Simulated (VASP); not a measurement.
# MgO in VASP: notebook, part 2 of 2

VASP 6.6.1. The steps go on from the part before.

## 3. Single point, PBE (dynamics (nvt langevin) at 200 K, volume x 1.0, from the last frame before)

Input file INCAR:

```
PREC     = Accurate       # precision mode
ENCUT    = 520            # plane-wave cutoff, eV
EDIFF    = 1E-7           # SCF threshold, eV
ISMEAR   = -1             # smearing method
SIGMA    = 0.02           # smearing width, eV
LREAL    = Auto         
LASPH    = T              # aspherical terms in the spheres
NELM     = 80             # most SCF steps
ALGO     = Normal         # electronic algorithm
ISIF     = 2              # what is computed and relaxed
LWAVE    = F              # write WAVECAR
LCHARG   = T              # write CHGCAR
GGA      = PE             # functional
LELF     = T              # ELF
LVHAR    = T            
NBANDS   = 46             # bands
```

Input file KPOINTS:

```
Automatic mesh
0
Gamma
  2 2 2
  0.5 0.5 0.5
```

Input file POSCAR:

```
MgO
1.0
    3.3077869865      0.0000000000     -4.9828816700
    3.3077869865      0.0000000000      4.9828816700
   -3.3077869864     -5.7292551212      0.0000000000
Mg O
8 8
Direct
    0.8433137610      0.8555466423      0.1637104615
    0.3410454313      0.3414341622      0.1450631858
    0.8224546704      0.8448180351      0.6531000838
    0.3457804061      0.3504094545      0.6569639369
    0.9239926579      0.4346529221      0.3384214805
    0.4236934269      0.9316123717      0.3311074406
    0.9149348708      0.4240526540      0.8311839671
    0.4102648492      0.9198842157      0.8198646946
    0.6302091984      0.0586722468      0.1558120525
    0.1430788230      0.5508958523      0.1639103130
    0.6392819057      0.0432842087      0.6624372488
    0.1309215360      0.5412138399      0.6654200100
    0.7130717870      0.6192917153      0.3144977771
    0.2255493596      0.1314606312      0.3209883242
    0.7208344146      0.6364460972      0.8303339438
    0.2142841849      0.1166364718      0.8035393612
```

Potentials or basis: VASP PAW PBE potentials, release 64 (Mg, O).

Started as:

```console
cat potpaw_PBE.64/Mg/POTCAR potpaw_PBE.64/O/POTCAR > POTCAR
mpirun -np 1 vasp_std > vasp.out
```

OUTCAR:

```text
PREC = Accurate
   ENCUT = 520
   EDIFF = 1E-7
   ISMEAR = -1
   LREAL = Auto
   LASPH = T
   NELM = 80
   ISIF = 2
   GGA = PE

 ion  position               nearest neighbor table
   1  0.843  0.856  0.164-  14 1.96  15 1.97  13 1.99   9 2.07   5 3.12   6 3.14   6 3.14   7 3.15
                             8 3.17   5 3.19   4 3.28   3 3.29   2 3.30   2 3.32   3 3.33   4 3.33
   2  0.341  0.341  0.145-  13 1.92  14 2.00  16 2.02  10 2.03   8 3.08   7 3.11   5 3.12   6 3.17
                             6 3.18   4 3.25   5 3.26   1 3.30   3 3.31   3 3.31   1 3.32   4 3.36
   3  0.822  0.845  0.653-  11 1.90  15 1.98  16 2.00  13 2.02   6 3.04   8 3.10   7 3.10   5 3.12
                             8 3.18   7 3.22   4 3.23   1 3.29   2 3.31   2 3.31   1 3.33   4 3.39
   4  0.346  0.350  0.657-  15 1.95  16 1.96  14 1.99  12 2.02   7 3.08   6 3.10   8 3.10   5 3.11
                             8 3.16   7 3.23   3 3.23   2 3.25   1 3.28   1 3.33   2 3.36   3 3.39
   5  0.924  0.435  0.338-  12 1.94   9 1.96  13 1.98  10 2.03   4 3.11   2 3.12   1 3.12   3 3.12
                             1 3.19   8 3.20   2 3.26   7 3.29   6 3.29   6 3.32   7 3.32   8 3.42
   6  0.424  0.932  0.331-  10 1.96  11 1.97  14 1.98   9 2.00   3 3.04   4 3.10   1 3.14   1 3.14
                             2 3.17   2 3.18   8 3.28   7 3.28   5 3.29   5 3.32   7 3.33   8 3.34
   7  0.915  0.424  0.831-  11 1.95  12 1.97  10 1.97  15 2.03   4 3.08   3 3.10   2 3.11   1 3.15
[... 397 lines left out ...]
     44      12.1213      0.00000
 [bands above 44 left out]

------------------------ aborting loop because EDIFF is reached ----------------------------------------

  FORCE on cell =-STRESS in cart. coord.  units (eV):
  Direction    XX          YY          ZZ          XY          YZ          ZX
  --------------------------------------------------------------------------------------
  -------------------------------------------------------------------------------------
  Total        4.1630858      2.7540623      4.2290302     -1.2750031      0.4483540      0.1307499
  in kB       35.3166642     23.3635095     35.8760896    -10.8162213      3.8035167      1.1091894
  external PRESSURE =      31.5187545 kB  Pullay stress =       0.0000000 kB

 VOLUME and BASIS-vectors are now :
 -----------------------------------------------------------------------------
  energy-cutoff  :      520.00
  volume of cell :      188.86
      direct lattice vectors                 reciprocal lattice vectors
     3.307786987  0.000000000 -4.982881670     0.151158464 -0.087271380 -0.100343543
     3.307786987  0.000000000  4.982881670     0.151158464 -0.087271380  0.100343543
    -3.307786986 -5.729255121  0.000000000     0.000000000 -0.174542760  0.000000000

 POSITION                                       TOTAL-FORCE (eV/Angst)
 -----------------------------------------------------------------------------------
      5.07795     -0.93794      0.06096        -0.175681      0.136670      0.267577
      1.77766     -0.83110      0.00194        -0.526375      0.132603      0.124844
      3.35467     -3.74178      0.11143         0.263680      0.074750     -1.086192
      0.12975     -3.76391      0.02307        -0.396990      0.204072      0.303662
      3.37468     -1.93890     -2.43832         0.296058      0.704315     -0.048795
      3.38783     -1.89700      2.53090         0.191405      0.453137      0.089018
[... 8 lines left out ...]
      1.74303     -4.75719     -0.42050         0.050008      0.146728     -0.223059
     -1.56332     -4.60368     -0.48657        -0.229071     -0.446355      0.405780
 -----------------------------------------------------------------------------------
    total drift:                                0.004512      0.011617      0.001766

  FREE ENERGIE OF THE ION-ELECTRON SYSTEM (eV)
  ---------------------------------------------------
  free  energy   TOTEN  =       -93.8485769027 eV

  energy  without entropy=      -93.8485769027  energy(sigma->0) =      -93.84857690
```

OSZICAR:

```text
N       E                     dE             d eps       ncg     rms          rms(c)
DAV:   1     0.354300941273E+03    0.35430E+03   -0.30536E+04   368   0.124E+03
DAV:   2    -0.786777230797E+02   -0.43298E+03   -0.41542E+03   468   0.268E+02
DAV:   3    -0.110679788682E+03   -0.32002E+02   -0.31807E+02   448   0.773E+01
DAV:   4    -0.110965520302E+03   -0.28573E+00   -0.28542E+00   426   0.833E+00
DAV:   5    -0.110967893674E+03   -0.23734E-02   -0.23731E-02   422   0.747E-01    0.234E+01
DAV:   6    -0.940344997864E+02    0.16933E+02   -0.72021E+01   406   0.364E+01    0.778E+00
DAV:   7    -0.938709352344E+02    0.16356E+00   -0.11377E+00   404   0.543E+00    0.440E+00
DAV:   8    -0.938525008728E+02    0.18434E-01   -0.36603E-01   424   0.446E+00    0.852E-01
DAV:   9    -0.938451774188E+02    0.73235E-02   -0.51980E-02   440   0.109E+00    0.232E-01
DAV:  10    -0.938484160092E+02   -0.32386E-02   -0.35186E-03   416   0.275E-01    0.135E-01
DAV:  11    -0.938485509630E+02   -0.13495E-03   -0.99156E-04   424   0.180E-01    0.159E-02
DAV:  12    -0.938485727533E+02   -0.21790E-04   -0.57228E-05   440   0.456E-02    0.189E-02
DAV:  13    -0.938485769699E+02   -0.42166E-05   -0.17398E-05   416   0.222E-02    0.862E-03
DAV:  14    -0.938485767336E+02    0.23632E-06   -0.45380E-06   440   0.145E-02    0.144E-03
DAV:  15    -0.938485768931E+02   -0.15951E-06   -0.86893E-07   432   0.464E-03    0.948E-04
DAV:  16    -0.938485769027E+02   -0.95624E-08   -0.37152E-08   256   0.120E-03
   1 F= -.93848577E+02 E0= -.93848577E+02  d E =-.227736E-11
```

stdout:

```text
POSCAR found type information on POSCAR MgO
 POSCAR found :  2 types and      16 ions
 scaLAPACK will be used
 LDA part: xc-table for (Slater+PW92), standard interpolation
 POSCAR, INCAR and KPOINTS ok, starting setup
 FFT: planning ... GRIDC
 FFT: planning ... GRID_SOFT
 FFT: planning ... GRID
 WAVECAR not read
 entering main loop
```

Wall time 38 s (1 thread of Intel Xeon 6975P-C (Granite Rapids), shared host); peak memory 0.32 GiB.

Results:

* Free energy: -93.8486 eV
* Pressure: 3.2 GPa
* Largest force: 1.120 eV/Å
* Band gap on the k mesh: 4.98 eV

Forces on the atoms (eV/Å):
```
Mg  -0.176  0.137  0.268
Mg  -0.526  0.133  0.125
Mg   0.264  0.075 -1.086
Mg  -0.397  0.204  0.304
Mg   0.296  0.704 -0.049
Mg   0.191  0.453  0.089
Mg   0.365 -0.233  0.211
Mg   0.162 -0.280 -0.037
O   -0.272 -0.278 -0.736
O   -0.348 -0.019 -0.192
O   -0.112  0.160  0.678
O    0.086  0.091 -0.338
O    0.611 -0.656  0.363
O    0.036 -0.191  0.219
O    0.050  0.147 -0.223
O   -0.229 -0.446  0.406
```

Levels at points of the mesh, in eV from the valence-band top:
| k point | band 29 | band 30 | band 31 | band 32 | band 33 | band 34 | band 35 | band 36 |
| --- | --- | --- | --- | --- | --- | --- | --- | --- |
| (0.25, 0.25, 0.25) | -0.34 | -0.25 | -0.20 | -0.15 | 6.57 | 6.74 | 6.82 | 6.97 |

Caveat: the k points lie up to 0.63 Å⁻¹ apart; forces of over 1 eV/Å act on the atoms, so gaps and moduli don't describe the material at rest. A k mesh can miss the band edges.

## 4. Single point, PBE (dynamics (nvt langevin) at 200 K, volume x 1.0, from the last frame before)

Input file INCAR:

```
ALGO = Normal
EDIFF = 1E-6
ENCUT = 520
GGA = PE
ISIF = 2
ISMEAR = -1
LASPH = T
LCHARG = T
LELF = T
LREAL = Auto
LVHAR = T
LWAVE = F
NBANDS = 46
NELM = 100
PREC = Accurate
SIGMA = 0.02
```

KPOINTS is that of step 3.

Input file POSCAR:

```
MgO
1.0
    3.3077869865      0.0000000000     -4.9828816700
    3.3077869865      0.0000000000      4.9828816700
   -3.3077869864     -5.7292551212      0.0000000000
Mg O
8 8
Direct
    0.8294396405      0.8414804643      0.1465900858
    0.3322778125      0.3556219349      0.1589796546
    0.8525452134      0.8607665605      0.6594836362
    0.3287999674      0.3340075966      0.6430614316
    0.9309508361      0.4427724765      0.3188899711
    0.4195703031      0.9228884965      0.3069927875
    0.9303473470      0.4373151695      0.8123087385
    0.4285268732      0.9370049322      0.8171739434
    0.6383725464      0.0557978051      0.1510498279
    0.1337994464      0.5398476198      0.1419816334
    0.6330857544      0.0532441705      0.6481678545
    0.1424344403      0.5606187638      0.6471333396
    0.7128011128      0.6284164078      0.3218894884
    0.2133586275      0.1154068734      0.3169237469
    0.7305874759      0.6293338171      0.8194702279
    0.2282930010      0.1393639376      0.8365665167
```

Started as:

```console
cat potpaw_PBE.64/Mg/POTCAR potpaw_PBE.64/O/POTCAR > POTCAR
mpirun -np 1 vasp_std > vasp.out
```

It took 37 s on 1 thread of Intel Xeon 6975P-C (Granite Rapids), shared host; peak memory 0.31 GiB.

The run converged. Its results:

```yaml
Free_energy: -93.7866 eV
Pressure: 3.2 GPa
Largest_force: 1.115 eV/Å
Band_gap_on_the_k_mesh: 4.93 eV
```

Forces in eV/Å, atoms in the order of the input:
```
Mg  -0.060 -0.103  0.069
Mg  -0.345 -0.203 -1.041
Mg  -0.765  0.223  0.240
Mg   0.583 -0.754 -0.083
Mg  -0.696  0.379  0.401
Mg   0.048 -0.450  0.213
Mg  -0.503  0.131  0.104
Mg   0.022 -0.312  0.254
O    0.113 -0.011 -0.531
O    0.210 -0.284  0.494
O    0.372  0.149 -0.535
O   -0.180 -0.108 -0.722
O    0.663 -0.112  0.025
O    0.301  0.163  0.331
O   -0.231  0.378  0.709
O    0.469  0.915  0.072
```

Stress tensor (GPa, compression positive):
```
 2.40 -0.12 -0.57
-0.12  4.03 -0.35
-0.57 -0.35  3.26
```

Levels at points of the mesh, in eV from the valence-band top:
| k point | band 28 | band 29 | band 30 | band 31 | band 32 | band 33 | band 34 | band 35 | band 36 | band 37 |
| --- | --- | --- | --- | --- | --- | --- | --- | --- | --- | --- |
| (0.25, 0.25, 0.25) | -0.46 | -0.34 | -0.30 | -0.25 | -0.15 | 6.47 | 6.66 | 6.77 | 7.05 | 8.21 |

Caveat: the k points lie up to 0.63 Å⁻¹ apart; forces of over 1 eV/Å act on the atoms, so gaps and moduli don't describe the material at rest. A k mesh can miss the band edges.

## 5. Molecular dynamics, PBE (dynamics (nvt langevin) at 200 K, volume x 1.0, from the last frame before)

Input file INCAR:

```
PREC = Accurate ; ENCUT = 520
EDIFF = 1E-5 ; ISMEAR = -1
SIGMA = 0.02 ; LREAL = Auto
LASPH = True ; NELM = 100
ALGO = Normal ; ISIF = 2
LWAVE = False ; LCHARG = False
GGA = PE ; IBRION = 0
NSW = 40 ; POTIM = 2.0
TEBEG = 200.0 ; TEEND = 200.0
ISYM = 0 ; NELMIN = 4
RANDOM_SEED = 26828 0 0 ; MDALGO = 3
LANGEVIN_GAMMA = 5 5
```

KPOINTS is that of step 4.

Input file POSCAR:

```
MgO
1.0
    3.3077869865      0.0000000000     -4.9828816700
    3.3077869865      0.0000000000      4.9828816700
   -3.3077869864     -5.7292551212      0.0000000000
Mg O
8 8
Direct
    0.8322534633      0.8344132033      0.1666666667
    0.3322534633      0.3344132033      0.1666666667
    0.8322534633      0.8344132033      0.6666666667
    0.3322534633      0.3344132033      0.6666666667
    0.9155867967      0.4177465367      0.3333333333
    0.4155867967      0.9177465367      0.3333333333
    0.9155867967      0.4177465367      0.8333333333
    0.4155867967      0.9177465367      0.8333333333
    0.6321132033      0.0345534633      0.1666666667
    0.1321132033      0.5345534633      0.1666666667
    0.6321132033      0.0345534633      0.6666666667
    0.1321132033      0.5345534633      0.6666666667
    0.7154465367      0.6178867967      0.3333333333
    0.2154465367      0.1178867967      0.3333333333
    0.7154465367      0.6178867967      0.8333333333
    0.2154465367      0.1178867967      0.8333333333
```

Potentials or basis: VASP PAW PBE potentials, release 64 (Mg, O).

Started as:

```console
cat potpaw_PBE.64/Mg/POTCAR potpaw_PBE.64/O/POTCAR > POTCAR
mpirun -np 1 vasp_std > vasp.out
```

OUTCAR:

```text
PREC = Accurate
   ENCUT = 520
   EDIFF = 1E-5
   ISMEAR = -1
   LREAL = Auto
   LASPH = True
   NELM = 100
   ISIF = 2
   GGA = PE
   IBRION = 0
   NSW = 40
   POTIM = 2.0
   TEBEG = 200.0
   ISYM = 0
   NELMIN = 4

 ion  position               nearest neighbor table
   1  0.832  0.834  0.167-  13 1.97  15 1.97  14 1.97   9 1.99   5 3.14   6 3.14   7 3.14   8 3.14
                             6 3.14   5 3.14   3 3.31   3 3.31   2 3.31   2 3.31   4 3.31   4 3.31
   2  0.332  0.334  0.167-  14 1.97  16 1.97  13 1.97  10 1.99   5 3.14   6 3.14   7 3.14   8 3.14
                             5 3.14   6 3.14   4 3.31   4 3.31   1 3.31   1 3.31   3 3.31   3 3.31
   3  0.832  0.834  0.667-  15 1.97  13 1.97  16 1.97  11 1.99   7 3.14   8 3.14   5 3.14   6 3.14
                             8 3.14   7 3.14   1 3.31   1 3.31   4 3.31   4 3.31   2 3.31   2 3.31
   4  0.332  0.334  0.667-  16 1.97  14 1.97  15 1.97  12 1.99   7 3.14   8 3.14   5 3.14   6 3.14
                             7 3.14   8 3.14   2 3.31   2 3.31   3 3.31   3 3.31   1 3.31   1 3.31
   5  0.916  0.418  0.333-  10 1.97  12 1.97   9 1.97  13 1.99   1 3.14   2 3.14   3 3.14   4 3.14
                             1 3.14   2 3.14   7 3.31   7 3.31   6 3.31   6 3.31   8 3.31   8 3.31
   6  0.416  0.918  0.333-   9 1.97  11 1.97  10 1.97  14 1.99   1 3.14   2 3.14   3 3.14   4 3.14
                             2 3.14   1 3.14   8 3.31   8 3.31   5 3.31   5 3.31   7 3.31   7 3.31
   7  0.916  0.418  0.833-  12 1.97  10 1.97  11 1.97  15 1.99   3 3.14   4 3.14   1 3.14   2 3.14
                             3 3.14   4 3.14   5 3.31   5 3.31   8 3.31   8 3.31   6 3.31   6 3.31
   8  0.416  0.918  0.833-  11 1.97   9 1.97  12 1.97  16 1.99   3 3.14   4 3.14   1 3.14   2 3.14
                             4 3.14   3 3.14   6 3.31   6 3.31   7 3.31   7 3.31   5 3.31   5 3.31
   9  0.632  0.035  0.167-   6 1.97   8 1.97   5 1.97   1 1.99
  10  0.132  0.535  0.167-   5 1.97   7 1.97   6 1.97   2 1.99
[... 333 lines left out ...]
  nose potential ES     =         0.000000
  nose kinetic   EPS    =         0.000000
  ---------------------------------------------------
  total energy   ETOTAL =       -93.693797 eV

[... ionic steps 4 to 37 ...]

--------------------------------------- Ionic step       38  -------------------------------------------

 number of electron      64.0000001 magnetization

------------------------ aborting loop because EDIFF is reached ----------------------------------------
[... 115 lines left out ...]
--------------------------------------- Ionic step       40  -------------------------------------------

 number of electron      64.0000002 magnetization

 Free energy of the ion-electron system (eV)
  ---------------------------------------------------
  ext. energy  EPLUGINS =         0.00000000
  ---------------------------------------------------
  free energy    TOTEN  =       -93.72181732 eV

  energy without entropy =      -93.72181732  energy(sigma->0) =      -93.72181732

 E-fermi :   1.5455     XC(G=0):  -9.7453

 val. band max:        1.0244456622   @ k =  -0.2500  -0.2500   0.2500
 cond. band min:       5.9797560895   @ k =  -0.2500   0.2500  -0.2500
 fundamental gap:      4.9553104273
 Fermi energy:         1.5454575271

 k-point     1 :       0.2500    0.2500    0.2500
  band No.  band energies     occupation
      1     -14.7525      2.00000
      2     -14.6910      2.00000
      3     -14.5974      2.00000
      4     -14.5207      2.00000
      5     -14.3582      2.00000
      6     -14.2781      2.00000
[... 214 lines left out ...]
  ENERGY OF THE ELECTRON-ION-THERMOSTAT SYSTEM (eV)
  ---------------------------------------------------
% ion-electron   TOTEN  =       -93.721817  see above
  kinetic energy EKIN   =         0.306866
  kin. lattice  EKIN_LAT=         0.000000  (temperature  148.38 K)
  nose potential ES     =         0.000000
  nose kinetic   EPS    =         0.000000
  ---------------------------------------------------
  total energy   ETOTAL =       -93.414951 eV
```

OSZICAR:

```text
N       E                     dE             d eps       ncg     rms          rms(c)
DAV:   1     0.384773582823E+03    0.38477E+03   -0.31408E+04   328   0.140E+03
[... 278 lines left out ...]
     39 T=   152. E= -.93416667E+02 F= -.93730691E+02 E0= -.93730691E+02  EK= 0.31402E+00 SP= 0.00E+00 SK= 0.00E+00
       N       E                     dE             d eps       ncg     rms          rms(c)
DAV:   1    -0.937201743237E+02    0.10518E-01   -0.18943E-01   330   0.319E+00    0.968E-02
DAV:   2    -0.937219725777E+02   -0.17983E-02   -0.18837E-02   368   0.736E-01    0.741E-02
DAV:   3    -0.937218834858E+02    0.89092E-04   -0.12512E-04   384   0.848E-02    0.522E-02
DAV:   4    -0.937218184055E+02    0.65080E-04   -0.27796E-04   376   0.111E-01    0.173E-02
DAV:   5    -0.937218173173E+02    0.10882E-05   -0.38673E-05   288   0.452E-02
     40 T=   148. E= -.93414951E+02 F= -.93721817E+02 E0= -.93721817E+02  EK= 0.30687E+00 SP= 0.00E+00 SK= 0.00E+00
```

Wall time 10 min (1 thread of Intel Xeon 6975P-C (Granite Rapids), shared host); peak memory 0.37 GiB.

Caveat: the k points lie up to 0.63 Å⁻¹ apart.

## 6. Overview

| task | smearing | gap on the mesh (eV) | pressure (GPa) | largest force (eV/Å) |
| --- | --- | --- | --- | --- |
| single point | gaussian 0.1 eV | 5.03 | 3.0 | 0.01 |
| single point | fermi-dirac 0.02 eV | 4.93 | 3.2 | 1.12 |
| molecular dynamics | fermi-dirac 0.02 eV | - | - | - |

Some of these runs hold the atoms at other places in the same cell, which the table doesn't show; runs alike in all that it shows share one row.

Alike in all rows: level PBE; potentials or basis VASP PAW PBE potentials, release 64 (Mg, O); no spin polarisation; cell as given; k mesh 2 × 2 × 2, shifted; cutoff (eV) 520.

Caveats: all runs use coarse meshes; forces of over 1 eV/Å act on the atoms, so gaps and moduli don't describe the material at rest (some runs).

Absolute energies hang on the potentials; compare differences alone.
